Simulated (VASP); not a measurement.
**BePd: vibrations by perturbation theory with PBEsol**

BePd:

```
CELL_PARAMETERS angstrom
2.82562 0.00000 0.00000
0.00000 2.82562 0.00000
0.00000 0.00000 2.82562
ATOMIC_POSITIONS crystal
Be 0.00000 0.00000 0.00000
Pd 0.50000 0.50000 0.50000
```

* Program: VASP 6.6.1
* Task: vibrations by perturbation theory
* Functional: PBEsol
* Potentials or basis: VASP PAW PBE potentials, release 64 (Be, Pd)
* Cutoff: 520 eV
* k mesh: 14 × 14 × 14
* Occupations: fermi-dirac, width 0.08 eV
* Spin: no spin polarisation
* Dipole correction: no
* Further INCAR settings: ALGO = Normal; EDIFF = 1e-08; IBRION = 8; NSW = 1

| Item | Value |
| --- | --- |
| Highest phonon frequency at Γ | 359 cm⁻¹ |

Phonon frequencies in cm⁻¹ (negative: imaginary):
| q point | frequencies |
| --- | --- |
| (0.000, 0.000, 0.000) | 0 0 0 359 359 359 |

It took 59 s on 1 thread of Intel(R) Xeon(R) 6975P-C (Granite Rapids), with other jobs on the host, peak memory 0.28 GiB.

Caveat: the cell stands under pressure or tension, which shifts response properties.
